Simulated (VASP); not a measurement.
Here is a VASP 6.6.1 calculation.

The input INCAR:

```
SYSTEM = MoS2
ALGO = Normal
EDIFF = 1E-6
ENCUT = 520
GGA = PS
ISIF = 2
ISMEAR = 0
LASPH = .TRUE.
LCHARG = .FALSE.
LREAL = .FALSE.
LWAVE = .FALSE.
NBANDS = 20
NELM = 100
PREC = Accurate
SIGMA = 0.15
```

File KPOINTS:

```
k-points
0
G
  18 18 8
  0 0 0
```

POSCAR

```
MoS2
1.0
    3.1411847469      0.0000000000      0.0000000000
   -1.5705923735      2.7203457888      0.0000000000
    0.0000000000      0.0000000000      6.1247114470
Mo S
1 2
Direct
    0.0000000000      0.0000000000      0.5000000000
    0.3333333333      0.6666666667      0.2410625189
    0.6666666667      0.3333333333      0.7589374811
```

Potentials or basis: VASP PAW PBE potentials, release 64 (Mo_sv, S).

The run is started by

```bash
$ cat potpaw_PBE.64/Mo_sv/POTCAR potpaw_PBE.64/S/POTCAR > POTCAR
$ mpirun -np 1 vasp_std > vasp.out
```

Predict the pressure.

0.1 GPa.

Predict the largest force.

0.005 eV/Å.

Predict the band gap on the k mesh.

zero (bands 13 and 14 overlap by 1.03 eV).

Forces in eV/Å, atoms in the order of the input:
```
Mo   0.000  0.000  0.000
S    0.000  0.000 -0.005
S    0.000  0.000  0.005
```

Caveat: the PAW data sets were made with another functional, which shifts forces and pressure a little; this functional lacks dispersion, which binds layers or chains, so the pressure and a relaxed spacing across them are unreliable.
